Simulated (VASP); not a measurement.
Write the native input for VASP 6.6.1 that does the following.

| Property | Result |
| --- | --- |
| Task | single point |
| Functional | PBE |
| Potentials or basis | VASP PAW PBE potentials, release 64 (Ti_sv, Si) |
| Cutoff | 520 eV |
| k mesh | 4 × 4 × 4 |
| Occupations | gaussian, width 0.1 eV |
| Spin | no spin polarisation |
| Dipole correction | no |
| Further INCAR settings | ALGO = Normal; EDIFF = 1e-07; NBANDS = 26 |

The structure of Ti2Si3 lies in POSCAR:

```
Ti2Si3
1.0
    4.1790537100      0.0000000000      0.0000000000
    0.0000000000      4.1790537100      0.0000000000
    0.0000000000      0.0000000000      5.2385415900
Ti Si
2 3
Direct
    0.0000000000      0.5000000000      0.1554691400
    0.5000000000      0.0000000000      0.1554691400
    0.0000000000      0.0000000000      0.3556799400
    0.0000000000      0.5000000000      0.7353569900
    0.5000000000      0.0000000000      0.7353569900
```

The input as run:

INCAR

```
SYSTEM = Ti2Si3
ALGO = Normal
EDIFF = 1E-7
ENCUT = 520
GGA = PE
ISIF = 2
ISMEAR = 0
LASPH = .True.
LCHARG = .True.
LELF = .True.
LREAL = .False.
LVHAR = .True.
LWAVE = .False.
NBANDS = 26
NELM = 60
PREC = Accurate
SIGMA = 0.1
```

KPOINTS

```
k-points
0
Gamma
  4 4 4
  0 0 0
```

Potentials or basis: VASP PAW PBE potentials, release 64 (Ti_sv, Si).

Command:

```bash
$ cat potpaw_PBE.64/Ti_sv/POTCAR potpaw_PBE.64/Si/POTCAR > POTCAR
$ mpirun -np 1 vasp_std > vasp.out
```

Results of the run:

```yaml
Pressure: 10.4 GPa
Largest_force: 4.444 eV/Å
Band_gap_on_the_k_mesh: zero (band 18 reaches 7.07 eV, above the bottom of band 19 at 6.35 eV)
```

Caveat: the k points lie up to 0.38 Å⁻¹ apart; forces of over 1 eV/Å act on the atoms, so gaps and moduli don't describe the material at rest.

It took 37 s on 1 thread of AMD EPYC 9R14 (Zen 4), with other jobs on the host, peak memory 0.17 GiB.
